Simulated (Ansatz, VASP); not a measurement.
# Ge in VASP and in Ansatz

```
CELL_PARAMETERS angstrom
4.80080 2.77174 1.95270
-4.80080 2.77174 1.95270
0.00000 -5.54349 1.95270
ATOMIC_POSITIONS crystal
Ge 0.71602 0.71602 0.71602
Ge 0.28398 0.28398 0.28398
Ge 0.03029 0.72620 0.53379
Ge 0.53379 0.03029 0.72620
Ge 0.72620 0.53379 0.03029
Ge 0.96971 0.27380 0.46621
Ge 0.46621 0.96971 0.27380
Ge 0.27380 0.46621 0.96971
```

Alike in both runs: task single point; functional PBEsol; k mesh 9 × 9 × 9; occupations gaussian, width 0.15 eV; no spin polarisation.

|  | VASP | Ansatz |
| --- | --- | --- |
| version | VASP 6.6.1 | Ansatz 0.2.0 |
| potentials or method | VASP PAW PBE potentials, release 64 (Ge_d), cutoff 520 eV | scalar-relativistic, plane waves, PAW |
| valence electrons in the cell | 112 | 112 |

```tsv
	VASP	Ansatz	Ansatz less VASP
gap on the k mesh at the Fermi level (eV)	none	none	-
pressure (GPa)	4.2	4.3	+0.06
traceless stress, the component that is largest in VASP (GPa)	-2.74	-2.74	-0.001
rms of the force components (eV/Å)	0.147	0.149	+0.0017
```

VASP's potentials were made for PBE, not for PBEsol, and Ansatz warns of the same on its side. Atom by atom the forces differ by 0.002 eV/Å (rms over components). A gap of «none» marks a metal or a gap that the smearing closes.
